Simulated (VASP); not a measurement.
# CoP3Os (Pm) in VASP: relaxation of cell and atoms with PBE

Aim: the relaxation of cell and atoms of CoP3Os with PBE.

Program: VASP 6.6.1. These are calculated values, not measurements. Logs are shortened: lines on timing, memory, paths and dates and some standing lists are left out, and cuts for length are marked.

## 1. The cell of the first run

The structure is monoclinic, space group Pm (No. 6). Conventional cell: a = 4.591 Å, b = 3.512 Å, c = 9.610 Å, α = 90.00°, β = 103.08°, γ = 90.00°. Within 2.9 Å of Co (site symmetry m) lie 5 P at 2.19 to 2.52 Å and 2 Os at 2.84 Å. Within 3.2 Å of Co (site symmetry m) lie 5 P at 2.28 to 2.38 Å and 4 Os at 3.03 to 3.10 Å. P (site symmetry m) has 4 P at 2.21 to 2.93 Å and 2 Os at 2.37 Å and 1 Co at 2.52 Å within 3.0 Å. Within 3.0 Å of P (site symmetry m) lie 4 P at 2.19 to 2.99 Å and 2 Co at 2.25 to 2.38 Å and 2 Os at 2.39 Å. Within 3.2 Å of P (site symmetry m) lie 2 Co at 2.32 to 2.39 Å and 2 Os at 2.40 Å and 5 P at 2.57 to 3.15 Å. Within 3.0 Å of P (site symmetry m) lie 5 P at 2.27 to 2.99 Å and 2 Co at 2.36 to 2.38 Å and 2 Os at 2.38 Å. P (site symmetry m) has 5 P at 2.21 to 2.88 Å and 1 Co at 2.28 Å and 2 Os at 2.41 Å within 2.9 Å. P (site symmetry m) has 4 P at 2.19 to 2.87 Å and 2 Co at 2.19 to 2.28 Å and 2 Os at 2.36 Å within 2.9 Å.

## 2. Relaxation of cell and atoms, PBE

The input, INCAR:

```
SYSTEM = CoP3Os
  ALGO = Normal
  EDIFF = 1E-6
  EDIFFG = -0.04
  ENCUT = 600
  GGA = PE
  IBRION = 2
  ISIF = 3
  ISMEAR = 0
  LASPH = .TRUE.
  LCHARG = .FALSE.
  LREAL = .FALSE.
  LWAVE = .FALSE.
  NELM = 100
  NSW = 90
  PREC = Accurate
  SIGMA = 0.1
```

The input, KPOINTS:

```
k-points
0
G
  4 6 2
  0 0 0
```

The input, POSCAR:

```
CoP3Os
1.0
    4.5905997574      0.0000000000      0.0000000000
    0.0000000000      3.5122935227      0.0000000000
   -2.1748119289      0.0000000000      9.3604854475
Co P Os
2 6 2
Direct
    0.2139364211      0.0000000000      0.3204229980
    0.4605367474      0.0000000000      0.7463500522
    0.0611142915      0.0000000000      0.0516133693
    0.5860349856      0.0000000000      0.5187475400
    0.6946887247      0.0000000000      0.2643003107
    0.9921729975      0.0000000000      0.8096761925
    0.5682300803      0.0000000000      0.9899144319
    0.1177113375      0.0000000000      0.5339849257
    0.4072493754      0.5000000000      0.1272392192
    0.8983250389      0.5000000000      0.6377509603
```

Potentials or basis: VASP PAW PBE potentials, release 64 (Co, P, Os).

Launch:

```bash
$ cat potpaw_PBE.64/Co/POTCAR potpaw_PBE.64/P/POTCAR potpaw_PBE.64/Os/POTCAR > POTCAR
$ mpirun -np 1 vasp_std > vasp.out
```

OUTCAR:

```text
SYSTEM = CoP3Os
   EDIFF = 1E-6
   EDIFFG = -0.04
   ENCUT = 600
   GGA = PE
   IBRION = 2
   ISIF = 3
   ISMEAR = 0
   LASPH = .TRUE.
   LREAL = .FALSE.
   NELM = 100
   NSW = 90
   PREC = Accurate

 ion  position               nearest neighbor table
   1  0.214  0.000  0.320-   8 2.19   4 2.25   5 2.32   5 2.39   3 2.52   9 2.84   9 2.84
   2  0.461  0.000  0.746-   8 2.28   7 2.28   6 2.36   6 2.38   4 2.38  10 3.03  10 3.03  10 3.10
                            10 3.10
   3  0.061  0.000  0.052-   7 2.21   6 2.27   9 2.37   9 2.37   1 2.52   7 2.53   5 2.93
   4  0.586  0.000  0.519-   8 2.19   1 2.25   2 2.38  10 2.39  10 2.39   8 2.41   5 2.60
   5  0.695  0.000  0.264-   1 2.32   1 2.39   9 2.40   9 2.40   7 2.57   4 2.60   8 2.87   3 2.93

   6  0.992  0.000  0.810-   3 2.27   2 2.36   2 2.38  10 2.38  10 2.38   7 2.81   8 2.84   7 2.88

   7  0.568  0.000  0.990-   3 2.21   2 2.28   9 2.41   9 2.41   3 2.53   5 2.57   6 2.81   6 2.88

   8  0.118  0.000  0.534-   4 2.19   1 2.19   2 2.28  10 2.36  10 2.36   4 2.41   6 2.84   5 2.87

   9  0.407  0.500  0.127-   3 2.37   3 2.37   5 2.40   5 2.40   7 2.41   7 2.41   1 2.84   1 2.84

  10  0.898  0.500  0.638-   8 2.36   8 2.36   6 2.38   6 2.38   4 2.39   4 2.39   2 3.03   2 3.03
                             2 3.10   2 3.10

  LATTYP: Found a simple monoclinic cell.
 ALAT       =     4.5905997574
 B/A-ratio  =     0.7651055871
 C/A-ratio  =     2.0933675178
 COS(beta)  =    -0.2263115901

  Lattice vectors:

 A1 = (   4.5905997574,   0.0000000000,   0.0000000000)
 A2 = (   0.0000000000,   3.5122935227,   0.0000000000)
 A3 = (  -2.1748119289,   0.0000000000,   9.3604854475)

Analysis of symmetry for initial positions (statically):
=====================================================================
 Subroutine PRICEL returns:
 Original cell was already a primitive cell.

 Routine SETGRP: Setting up the symmetry group for a
 simple monoclinic supercell.

 Subroutine GETGRP returns: Found  2 space group operations
 (whereof  2 operations were pure point group operations)
 out of a pool of  4 trial point group operations.

The static configuration has the point symmetry C_1h.

Analysis of symmetry for dynamics (positions and initial velocities):
=====================================================================
 Subroutine PRICEL returns:
 Original cell was already a primitive cell.

 Routine SETGRP: Setting up the symmetry group for a
 simple monoclinic supercell.

 Subroutine GETGRP returns: Found  2 space group operations
 (whereof  2 operations were pure point group operations)
 out of a pool of  4 trial point group operations.

The dynamic configuration has the point symmetry C_1h.

 Subroutine INISYM returns: Found  2 space group operations
 (whereof  2 operations are pure point group operations),
 and found     1 'primitive' translations

----------------------------------------------------------------------------------------

                                     Primitive cell

  volume of cell :     150.9241

  direct lattice vectors                    reciprocal lattice vectors
     4.590599757  0.000000000  0.000000000     0.217836460  0.000000000  0.050612047
     0.000000000  3.512293523  0.000000000     0.000000000  0.284714245  0.000000000
    -2.174811929  0.000000000  9.360485448     0.000000000  0.000000000  0.106832066

  length of vectors
     4.590599757  3.512293523  9.609812420     0.223638777  0.284714245  0.106832066

  position of ions in fractional coordinates (direct lattice)
     0.213936421  0.000000000  0.320422998
     0.460536747  0.000000000  0.746350052
     0.061114291  0.000000000  0.051613369
     0.586034986  0.000000000  0.518747540
     0.694688725  0.000000000  0.264300311
     0.992172997  0.000000000  0.809676192
     0.568230080  0.000000000  0.989914432
     0.117711337  0.000000000  0.533984926
     0.407249375  0.500000000  0.127239219
     0.898325039  0.500000000  0.637750960

  ion indices of the primitive-cell ions
   primitive index   ion index
                 1           1
                 2           2
                 3           3
                 4           4
                 5           5
                 6           6
                 7           7
                 8           8
                 9           9
                10          10

----------------------------------------------------------------------------------------

 KPOINTS: k-points

Automatic generation of k-mesh.
 Grid dimensions read from file:
 generate k-points for:    4    6    2

 Generating k-lattice:

  Cartesian coordinates                     Fractional coordinates (reciprocal lattice)
     0.054459115  0.000000000  0.012653012     0.250000000  0.000000000 -0.000000000
     0.000000000  0.047452374  0.000000000     0.000000000  0.166666667  0.000000000
     0.000000000  0.000000000  0.053416033     0.000000000  0.000000000  0.500000000

  Length of vectors
     0.055909694  0.047452374  0.053416033

  Shift w.r.t. Gamma in fractional coordinates (k-lattice)
     0.000000000  0.000000000  0.000000000

 Subroutine IBZKPT returns following result:
 ===========================================

 Found     24 irreducible k-points:

 Following reciprocal coordinates:
            Coordinates               Weight
  0.000000  0.000000  0.000000      1.000000
  0.250000  0.000000  0.000000      2.000000
  0.500000  0.000000  0.000000      1.000000
  0.000000  0.166667  0.000000      2.000000
  0.250000  0.166667  0.000000      4.000000
  0.500000  0.166667  0.000000      2.000000
[... 16 lines left out ...]
  0.250000  0.500000  0.500000      2.000000
  0.500000  0.500000  0.500000      1.000000
   k-points           NKPTS =     24   k-points in BZ     NKDIM =     24   number of bands    NBANDS=     38
   number of dos      NEDOS =    301   number of ions     NIONS =     10
   total plane-waves  NPLWV =  89600
   dimension x,y,z NGX =    40 NGY =   28 NGZ =   80
   dimension x,y,z NGXF=    80 NGYF=   56 NGZF=  160
   ions per type =               2   6   2
   NGX,Y,Z   is equivalent  to a cutoff of  14.49, 13.25, 13.84 a.u.
   NGXF,Y,Z  is equivalent  to a cutoff of  28.97, 26.51, 27.68 a.u.
 SYSTEM =  CoP3Os
   PREC   = accura    normal or accurate (medium, high low for compatibility)
   ISTART =      0    job   : 0-new  1-cont  2-samecut
   ICHARG =      2    charge: 1-file 2-atom 10-const
   ISPIN  =      1    spin polarized calculation?
   LNONCOLLINEAR =      F non collinear calculations
   LSORBIT =      F    spin-orbit coupling
   LASPH  =      T    aspherical Exc in radial PAW
   ENCUT  =  600.0 eV  44.10 Ry    6.64 a.u.   9.17  7.01 19.19*2*pi/ulx,y,z
   NELM   =    100;   NELMIN=  2; NELMDL= -5     # of ELM steps
   EDIFF  = 0.1E-05   stopping-criterion for ELM
   LREAL  =      F    real-space projection
   EDIFFG = -.4E-01   stopping-criterion for IOM
   NSW    =     90    number of steps for IOM
   IBRION =      2    ionic relax: 0-MD 1-quasi-New 2-CG
   NFREE  =      1    steps in history (QN), initial steepest desc. (CG)
   ISIF   =      3    stress and relaxation
   ISYM   =      2    0-nonsym 1-usesym 2-fastsym
   POTIM  = 0.5000    time-step for ionic-motion
   TEBEG  =    0.0;   TEEND  =   0.0 temperature during run
   PSTRESS=    0.0 pullay stress
   NELECT =      64.0000    total number of electrons
   NUPDOWN=      -1.0000    fix difference up-down
   EMIN   =  10.00;   EMAX   =-10.00  energy-range for DOS
   EFERMI =   0.00;   METHOD = LEGACY
   ISMEAR =     0;   SIGMA  =   0.10  broadening in eV -4-tet -1-fermi 0-gaus
   EFERMI_NEDOS =   21; number of points for ismear=-14 and -15
   IALGO  =     38    algorithm
   IMIX   =      4    mixing-type and parameters
     AMIX     =   0.40;   BMIX     =  1.00
     AMIX_MAG =   1.60;   BMIX_MAG =  1.00
  volume/ion in A,a.u.               =      15.09       101.85
  Fermi-wavevector in a.u.,A,eV,Ry     =   1.229934  2.324239 20.582059  1.512739
  Thomas-Fermi vector in A             =   2.364802
   LORBIT       =      0    0 simple, 1 ext, 2 COOP (PROOUT), +10 PAW based schemes
   GGA     = PE    functional components
   LHFCALC =     F    Hartree Fock is set to
   AEXX    =    0.0000 exact exchange contribution
   IVDW    =     0    specifies the selected vdW correction
   LEPSILON=     F    determine dielectric tensor
   LRPA    =     F    only Hartree local field effects (RPA)
 conjugate gradient relaxation of ions
 non-spin polarized calculation
 Gauss-broadening in eV      SIGMA  =   0.10
  energy-cutoff  :      600.00
  volume of cell :      150.92
 maximum number of plane-waves:      5064
 NGX is ok and might be reduce to    40
   NGX = 19   NGY = 15   NGZ = 39

--------------------------------------- Ionic step        1  -------------------------------------------

 number of electron      63.9999993 magnetization

 Free energy of the ion-electron system (eV)
  ---------------------------------------------------
  ext. energy  EPLUGINS =         0.00000000
  ---------------------------------------------------
  free energy    TOTEN  =       -68.93014388 eV

  energy without entropy =      -68.89255692  energy(sigma->0) =      -68.91135040

------------------------ aborting loop because EDIFF is reached ----------------------------------------

  FORCE on cell =-STRESS in cart. coord.  units (eV):
  Direction    XX          YY          ZZ          XY          YZ          ZX
  --------------------------------------------------------------------------------------
  -------------------------------------------------------------------------------------
  Total        0.0915349      0.3737223      0.1212819      0.0000000      0.0000000      0.1683679
  in kB        0.9717142      3.9673546      1.2875021      0.0000000      0.0000000      1.7873571
  external PRESSURE =       2.0755236 kB  Pullay stress =       0.0000000 kB
[... 337 lines left out ...]
  energy  without entropy=      -68.8975270232  energy(sigma->0) =      -68.91495731

--------------------------------------- Ionic step        9  -------------------------------------------

 number of electron      63.9999991 magnetization

 Free energy of the ion-electron system (eV)
  ---------------------------------------------------
  ext. energy  EPLUGINS =         0.00000000
  ---------------------------------------------------
  free energy    TOTEN  =       -68.93263101 eV

  energy without entropy =      -68.89778948  energy(sigma->0) =      -68.91521025

 E-fermi :   8.0774     XC(G=0): -11.4528

 val. band max:        8.0699189322   @ k =   0.0000   0.0000   0.0000
 cond. band min:       8.0839987248   @ k =   0.2500   0.0000   0.5000
 fundamental gap:      0.0140797925
 Fermi energy:         8.0774045669

 k-point     1 :       0.0000    0.0000    0.0000
  band No.  band energies     occupation
      1      -7.2419      2.00000
      2      -6.4353      2.00000
      3      -4.3325      2.00000
      4      -2.1904      2.00000
      5      -0.6910      2.00000
      6      -0.5001      2.00000
[... 1010 lines left out ...]
  FREE ENERGIE OF THE ION-ELECTRON SYSTEM (eV)
  ---------------------------------------------------
  free  energy   TOTEN  =       -68.9326310123 eV

  energy  without entropy=      -68.8977894819  energy(sigma->0) =      -68.91521025

 reached required accuracy - stopping structural energy minimisation
```

Wall time 18 min (1 thread of Intel Xeon Platinum 8488C (Sapphire Rapids), shared host); peak memory 0.39 GiB.

Results:

- Free energy: -68.9326 eV
- Relaxed volume: 15.11 Å³/atom
- Relaxed cell: a = 4.594 Å, b = 3.515 Å, c = 9.599 Å, α = 90.00°, β = 102.91°, γ = 90.00°
- Space group after relaxing (to 0.1 Å): Pm (No. 6)
- Energy gained by relaxing: 0.2 meV/atom
- Ionic steps: 9
- Pressure after relaxing: 0.0 GPa
- Largest force after relaxing: 0.033 eV/Å
- Band gap on the k mesh: zero (bands 32 and 33 overlap by 0.59 eV)

Forces in eV/Å, atoms in the order of the input:
```
Co  -0.032  0.000  0.007
Co   0.006  0.000 -0.015
P   -0.003  0.000  0.002
P    0.015  0.000 -0.018
P   -0.011  0.000  0.002
P    0.010  0.000  0.011
P    0.003  0.000  0.001
P    0.005  0.000  0.010
Os  -0.005  0.000  0.005
Os   0.013  0.000 -0.006
```

The path:
```tsv
step	energy change (eV)	largest force (eV/Å)	pressure (GPa)	volume (Å³)
1	0.0000	0.0822	0.21	150.92
2	-0.0009	0.0713	-0.36	151.35
3	-0.0011	0.0626	-0.24	151.23
4	-0.0019	0.0423	0.00	150.98
5	-0.0018	0.0549	0.16	150.87
6	-0.0019	0.0447	0.12	150.93
7	-0.0022	0.0402	0.01	151.06
8	-0.0022	0.0426	-0.01	151.07
9	-0.0025	0.0326	-0.02	151.10
```

Final structure:
```
CELL_PARAMETERS angstrom
4.59420 0.00000 0.00771
0.00000 3.51530 0.00000
-2.16078 0.00000 9.35240
ATOMIC_POSITIONS crystal
Co 0.21346 0.00000 0.31946
Co 0.46319 0.00000 0.74731
P 0.06006 0.00000 0.05114
P 0.58538 0.00000 0.51849
P 0.69371 0.00000 0.26479
P 0.99313 0.00000 0.80940
P 0.56842 0.00000 0.99039
P 0.11958 0.00000 0.53454
Os 0.40550 0.50000 0.12738
Os 0.89758 0.50000 0.63709
```

Levels at points of the mesh, in eV from the Fermi level:
```csv
k point,band 29,band 30,band 31,band 32,band 33,band 34,band 35,band 36
"(0.00, 0.00, 0.00)",-0.94,-0.68,-0.52,-0.37,-0.01,0.79,1.23,1.49
"(0.50, 0.00, 0.00)",-0.77,-0.57,-0.24,0.09,0.54,1.24,1.76,2.02
"(0.00, 0.50, 0.00)",-0.64,-0.38,-0.33,-0.24,-0.11,0.66,1.01,1.25
"(0.50, 0.50, 0.00)",-0.72,-0.41,-0.25,-0.04,0.12,0.15,0.44,1.40
"(0.00, 0.00, 0.50)",-0.86,-0.70,-0.56,-0.42,-0.37,0.25,1.37,1.95
"(0.50, 0.00, 0.50)",-0.85,-0.59,-0.08,0.11,0.67,1.25,1.76,2.08
"(0.00, 0.50, 0.50)",-0.78,-0.59,-0.34,-0.28,-0.14,1.01,1.03,1.05
"(0.50, 0.50, 0.50)",-1.03,-0.47,-0.38,-0.05,0.19,0.34,0.93,1.21
```

Caveat: spin-orbit coupling is left out, which moves the levels of the heavy elements; the run has no spin polarisation, though such a crystal can be magnetic.
